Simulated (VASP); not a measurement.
## LiF: single point with PBE

The system is LiF.

```xyz
8
Lattice="5.1440 0.0000 0.0000 0.0000 5.1440 0.0000 0.0000 0.0000 2.7196" Properties=species:S:1:pos:R:3 pbc="T T T"
Li    3.4083    1.7356    0.6799
Li    1.7356    3.4083    2.0397
Li    0.8363    0.8363    0.0000
Li    4.3076    4.3076    1.3598
F     4.2700    0.8740    2.0397
F     0.8740    4.2700    0.6799
F     1.6980    1.6980    1.3598
F     3.4460    3.4460    0.0000
```

This cell differs from its parent crystal: volume scaled by 0.88, then relaxed in part.

```
Program             : VASP 6.6.1
Task                : single point
Functional          : PBE
Potentials or basis : VASP PAW PBE potentials, release 64 (Li_sv, F)
Cutoff              : 520 eV
k mesh              : 4 × 4 × 8
Occupations         : gaussian, width 0.02 eV
Spin                : no spin polarisation
```

```yaml
Largest_force: 0.008 eV/Å
Band_gap_on_the_k_mesh: 8.02 eV, indirect (least direct gap 8.06 eV)
```

Forces in eV/Å, atoms in the order of the input:
```
Li  -0.005  0.005  0.000
Li   0.005 -0.005  0.000
Li  -0.005 -0.005  0.000
Li   0.005  0.005  0.000
F    0.004 -0.004  0.000
F   -0.004  0.004  0.000
F    0.004  0.004  0.000
F   -0.004 -0.004  0.000
```

Levels at points of the mesh, in eV from the valence-band top:
| k point | band 17 | band 18 | band 19 | band 20 | band 21 | band 22 | band 23 | band 24 |
| --- | --- | --- | --- | --- | --- | --- | --- | --- |
| (0.00, 0.00, 0.00) | -0.10 | -0.10 | -0.07 | -0.04 | 8.02 | 11.05 | 12.94 | 12.94 |
| (0.50, 0.00, 0.00) | -0.22 | -0.22 | -0.06 | -0.06 | 9.28 | 9.28 | 12.24 | 12.24 |
| (0.50, 0.50, 0.00) | -0.06 | -0.06 | -0.05 | -0.05 | 9.42 | 9.42 | 11.64 | 11.64 |
| (0.00, 0.00, 0.50) | -0.52 | -0.52 | -0.05 | -0.05 | 11.40 | 11.40 | 12.87 | 12.87 |
| (0.50, 0.00, 0.50) | -0.66 | -0.66 | -0.18 | -0.18 | 11.38 | 11.38 | 13.93 | 13.93 |
| (0.50, 0.50, 0.50) | -0.50 | -0.50 | -0.50 | -0.50 | 12.42 | 12.42 | 12.42 | 12.42 |

Wall time 49 s on 1 thread of Intel(R) Xeon(R) Platinum 8488C (Sapphire Rapids), on a shared host, peak memory 0.19 GiB.

 A k mesh can miss the band edges.
